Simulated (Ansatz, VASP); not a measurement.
**TaN in VASP and in Ansatz**

File INCAR:

```
SYSTEM = TaN
  ALGO = Normal
  EDIFF = 1E-6
  ENCUT = 520
  GGA = CA
  ISIF = 2
  ISMEAR = 0
  LASPH = .TRUE.
  LCHARG = .FALSE.
  LREAL = .FALSE.
  LWAVE = .FALSE.
  NBANDS = 15
  NELM = 100
  PREC = Accurate
  SIGMA = 0.15
```

File KPOINTS:

```
k-points
0
G
  18 18 18
  0 0 0
```

Contents of POSCAR:

```
TaN
1.0
    0.0000000000      2.1738356505      2.1738356505
    2.1738356505      0.0000000000      2.1738356505
    2.1738356505      2.1738356505      0.0000000000
Ta N
1 1
Direct
    0.4978278253      0.5065165242      0.5021721747
    0.0280609990     -0.0841829970     -0.0280609990
```

Input for Ansatz:

```yaml
crystal:
  lattice:
    - [0.0, 2.1738356505, 2.1738356505]
    - [2.1738356505, 0.0, 2.1738356505]
    - [2.1738356505, 2.1738356505, 0.0]
  atoms:
    - { symbol: Ta, position: [0.4978278253, 0.5065165242, 0.5021721747] }
    - { symbol: "N", position: [0.028060999, -0.084182997, -0.028060999] }
basis:
  ecutwfc: 520.0
kpoints:
  mp_grid: { grid: [18, 18, 18] }
hamiltonian:
  xc: lda
  pseudopotentials: { kind: paw, azcp: { folder: soft_1 } }
scf:
  occupations: { method: gaussian, width: 0.15 }
output:
  forces: true
  stress: true
  eigenvalues: true
```

Change from the starting cell: mode 4 frozen in at -0.244 Å and mode 6 at -0.122 Å (largest displacements).

Alike in both runs: task single point; functional LDA; k mesh 18 × 18 × 18; occupations gaussian, width 0.15 eV; no spin polarisation.

|  | VASP | Ansatz |
| --- | --- | --- |
| version | VASP 6.6.1 | Ansatz 0.2.0 |
| potentials or method | VASP PAW LDA potentials, release 64 (Ta_pv, N), cutoff 520 eV | scalar-relativistic, plane waves, PAW |
| valence electrons in the cell | 16 | 18 |

|  | VASP | Ansatz | Ansatz less VASP |
| --- | --- | --- | --- |
| gap on the k mesh at the Fermi level (eV) | none | none | - |
| pressure (GPa) | 18.7 | 16.2 | -2.46 |
| traceless stress, the component that is largest in VASP (GPa) | 22.84 | 22.36 | -0.482 |
| rms of the force components (eV/Å) | 2.129 | 2.086 | -0.0433 |

Ansatz warns that its potentials were made for another functional, while VASP's fit it. LDA's correlation is that of Perdew and Zunger in VASP and of Perdew and Wang (1992) in Ansatz. Atom by atom the forces differ by 0.043 eV/Å (rms over components). A gap of «none» marks a metal or a gap that the smearing closes. VASP's potentials hold 16 valence electrons a cell and Ansatz's 18, so a difference there can come from the potentials and not from the codes.

Spin-orbit coupling is off throughout.
